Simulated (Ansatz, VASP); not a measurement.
## Two plane-wave programs on Al3Ni5

```
Al Ni
1.0
     3.21100   -3.59964    0.00000
     3.21100    3.59964    0.00000
     0.00000    0.00000    3.72035
Al Ni
3 5
Direct
  0.50000 0.50000 0.00000
  0.77969 0.22031 0.50000
  0.22031 0.77969 0.50000
  0.00000 0.00000 0.00000
  0.00000 0.50000 0.00000
  0.50000 0.00000 0.00000
  0.27624 0.27624 0.50000
  0.72376 0.72376 0.50000
```

Change from the starting cell: strain -0.025 along x and y, +0.000 along z, atoms carried along.

Alike in both runs: task single point; functional PBEsol; k mesh 8 × 8 × 10; occupations gaussian, width 0.15 eV; no spin polarisation.

|  | VASP | Ansatz |
| --- | --- | --- |
| version | VASP 6.6.1 | Ansatz 0.2.0 |
| potentials or method | VASP PAW PBE potentials, release 64 (Al, Ni), cutoff 520 eV | scalar-relativistic, plane waves, PAW |
| valence electrons in the cell | 59 | 99 |

|  | VASP | Ansatz | Ansatz less VASP |
| --- | --- | --- | --- |
| gap on the k mesh at the Fermi level (eV) | none | none | - |
| pressure (GPa) | 10.8 | 10.6 | -0.16 |
| traceless stress, the component that is largest in VASP (GPa) | -2.94 | -3.12 | -0.178 |
| rms of the force components (eV/Å) | 0.040 | 0.043 | +0.0032 |

VASP's potentials were made for PBE, not for PBEsol. Atom by atom the forces differ by 0.004 eV/Å (rms over components). A gap of «none» marks a metal or a gap that the smearing closes. VASP's potentials hold 59 valence electrons a cell and Ansatz's 99, so a difference there can come from the potentials and not from the codes.
